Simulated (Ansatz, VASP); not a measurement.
**GaN: VASP beside Ansatz**

```
CELL_PARAMETERS angstrom
3.17617 0.00000 0.00000
-1.58809 2.75065 0.00000
0.00000 0.00000 5.17369
ATOMIC_POSITIONS crystal
Ga 0.33333 0.66667 0.99917
Ga 0.66667 0.33333 0.49917
N 0.33333 0.66667 0.37583
N 0.66667 0.33333 0.87583
```

Alike in both runs: functional r2SCAN; dispersion rVV10; k mesh 12 × 12 × 4; no spin polarisation.

Ansatz relaxed the structure, and its values are those at the end. VASP's run is a single point on that final structure, the one shown.

```csv
,VASP,Ansatz
version,VASP 6.6.1,Ansatz 0.2.0
potentials or method,"VASP PAW PBE potentials, release 64 (Ga_d, N)","plane waves, PAW"
plane-wave cutoff (eV),520,500
occupations,"gaussian, width 0.01 eV",fixed
valence electrons in the cell,36,36
```

```tsv
	VASP	Ansatz	Ansatz less VASP
pressure (GPa)	1.0	0.0	-1.02
```

VASP's potentials were made for PBE, not for r2SCAN.
